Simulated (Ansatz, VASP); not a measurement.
**I in VASP and in Ansatz**

```
CELL_PARAMETERS angstrom
3.87042 -2.32174 0.00000
3.87042 2.32174 0.00000
0.00000 0.00000 9.83674
ATOMIC_POSITIONS crystal
I 0.84386 0.15614 0.12005
I 0.65614 0.34386 0.62005
I 0.15614 0.84386 0.87995
I 0.34386 0.65614 0.37995
```

Alike in both runs: functional r2SCAN; k mesh 8 × 8 × 4; occupations gaussian, width 0.02 eV; no spin polarisation.

Ansatz relaxed the structure, and its values are those at the end. VASP's run is a single point on that final structure, the one shown.

```csv
,VASP,Ansatz
version,VASP 6.6.1,Ansatz 0.2.0
potentials or method,"VASP PAW PBE potentials, release 64 (I), cutoff 520 eV","scalar-relativistic, plane waves, PAW"
valence electrons in the cell,28,68
```

|  | VASP | Ansatz | Ansatz less VASP |
| --- | --- | --- | --- |
| gap on the k mesh at the Fermi level (eV) | 1.25 | 1.26 | +0.011 |
| least direct gap on the mesh (eV) | 1.33 | 1.34 | +0.012 |
| pressure (GPa) | 0.0 | 0.0 | +0.05 |
| rms of the force components (eV/Å) | 0.004 | 0.002 | -0.0021 |

VASP's potentials were made for PBE, not for r2SCAN. VASP's potentials hold 28 valence electrons a cell and Ansatz's 68, so a difference there can come from the potentials and not from the codes.

Neither program's run includes spin-orbit coupling.
